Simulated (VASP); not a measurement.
Runs of VASP 6.6.1 on CuI (Marshite). The structure is that of space group F-43m (No. 216), or close to it. The cells are those of the table. 

| task | cell | cutoff (eV) | gap on the mesh (eV) | pressure (GPa) |
| --- | --- | --- | --- | --- |
| single point | a = 4.259 Å, angles 60.0°, 2 atoms | 520 | 1.67 | -0.1 |
| single point | a = 4.172 Å, angles 60.0°, 2 atoms | 520 | 1.87 | 3.1 |
| single point | a = 4.216 Å, angles 60.0°, 2 atoms | 520 | 1.77 | (b) |
| relaxation of cell and atoms | relaxed from a = 4.287 Å, angles 60.0°, 2 atoms | 600 | 1.68 | 0.0 |
| single point | a = 4.343 Å, angles 60.0°, 2 atoms | 520 | (a) | (c) |

Alike in all rows: level r2SCAN; potentials or basis VASP PAW PBE potentials, release 64 (Cu, I); no spin polarisation; k mesh 8 × 8 × 8; smearing gaussian 0.02 eV.

Task: Estimate the missing entries.

Result: (a) 1.51; (b) 1.4; (c) -2.2.

Caveats: the PAW data sets were made with another functional, which shifts forces and pressure a little; spin-orbit coupling is left out, which moves the levels of the heavy elements.

A k mesh can miss the band edges, and the runs leave out spin-orbit coupling on I.
